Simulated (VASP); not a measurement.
MgO:

```xyz
2
Lattice="0.0000 2.1269 2.1269 2.1269 0.0000 2.1269 2.1269 2.1269 0.0000" Properties=species:S:1:pos:R:3 pbc="T T T"
Mg    0.0000    0.0000    0.0000
O     2.1269    2.1269    2.1269
```

| Property | Result |
| --- | --- |
| Program | VASP 6.6.1 |
| Task | relaxation of cell and atoms |
| Functional | r2SCAN |
| Potentials or basis | VASP PAW PBE potentials, release 64 (Mg, O) |
| Cutoff | 600 eV |
| k mesh | 10 × 10 × 10 |
| Occupations | fermi-dirac, width 0.02 eV |
| Spin | no spin polarisation |

At the start: pressure -6.8 GPa; volume 9.62 Å³/atom.

**Question.** How do energy, volume and symmetry change on relaxing?

**Answer.** Over 3 steps the energy falls by 9.0 meV/atom and the volume is 9.21 Å³/atom (-4.2 %); space group Fm-3m (No. 225, to 0.1 Å) before and after.

The path:
```tsv
step	energy change (eV)	largest force (eV/Å)	pressure (GPa)	volume (Å³)
1	0.0000	0.0000	-6.76	19.24
2	-0.0154	0.0000	2.83	18.13
3	-0.0179	0.0000	0.02	18.42
```

Final structure:
```yaml
crystal:
  lattice:
    - [0.00000, 2.09631, 2.09631]
    - [2.09631, 0.00000, 2.09631]
    - [2.09631, 2.09631, 0.00000]
  atoms:
    - { symbol: Mg, position: [0.00000, 0.00000, 0.00000] }
    - { symbol: O, position: [0.50000, 0.50000, 0.50000] }
```

Caveat: the PAW data sets were made with another functional, which shifts forces and pressure a little.
